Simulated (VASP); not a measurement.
A run of VASP 6.6.1 is set up as follows.

The input POSCAR:

```
Ga2O3
1.0
    6.1067316195     -1.5159084368      0.0023419625
    6.1067316195      1.5159084368      0.0023419625
   -1.3837689447      0.0000000000      5.6277185123
Ga O
4 6
Direct
    0.3411421902      0.3411421902      0.6855754734
    0.6588578098      0.6588578098      0.3144245266
    0.9092233301      0.9092233301      0.2049095766
    0.0907766699      0.0907766699      0.7950904234
    0.5036725883      0.5036725883      0.7443395194
    0.4963274117      0.4963274117      0.2556604806
    0.8269197361      0.8269197361      0.4371784036
    0.1730802639      0.1730802639      0.5628215964
    0.8348615637      0.8348615637      0.8908280827
    0.1651384363      0.1651384363      0.1091719173
```

The input INCAR.step1:

```
ALGO = Normal
EDIFF = 1E-4
ENCUT = 520
GGA = PE
ISMEAR = -1
LASPH = True
LCHARG = False
LREAL = False
LWAVE = True
NBANDS = 55
NELM = 100
PREC = Accurate
SIGMA = 0.05
```

File INCAR.step2:

```
ALGO = Normal
EDIFF = 1E-6
ENCUT = 520
ISIF = 2
ISMEAR = -1
ISTART = 1
IVDW = 12
LASPH = True
LCHARG = False
LMIXTAU = True
LREAL = False
LWAVE = False
METAGGA = R2SCAN
NBANDS = 55
NELM = 100
PREC = Accurate
SIGMA = 0.05
VDW_A1 = 0.49484001
VDW_A2 = 5.73083694
VDW_S6 = 1.0
VDW_S8 = 0.78981345
```

Contents of KPOINTS:

```
k-points
0
Gamma
  9 9 5
```

Potentials or basis: VASP PAW PBE potentials, release 64 (Ga_d, O).

The run is started by

```sh
$ cat potpaw_PBE.64/Ga_d/POTCAR potpaw_PBE.64/O/POTCAR > POTCAR
$ cp INCAR.step1 INCAR
$ mpirun -np 1 vasp_std > vasp.out
$ cp INCAR.step2 INCAR
$ mpirun -np 1 vasp_std > vasp.out
```

Task: Estimate the band gap on the k mesh.

Result: 3.08 eV (least direct gap 3.10 eV).

Task: Estimate the largest force.

Result: 0.084 eV/Å.

Forces in eV/Å, atoms in the order of the input:
```
Ga   0.007  0.000 -0.042
Ga  -0.007  0.000  0.042
Ga  -0.025  0.000  0.000
Ga   0.025  0.000  0.000
O   -0.079  0.000 -0.030
O    0.079  0.000  0.030
O   -0.029  0.000  0.053
O    0.029  0.000 -0.053
O   -0.063  0.000 -0.033
O    0.063  0.000  0.033
```

Caveat: the PAW data sets were made with another functional, which shifts forces and pressure a little. A k mesh can miss the band edges.
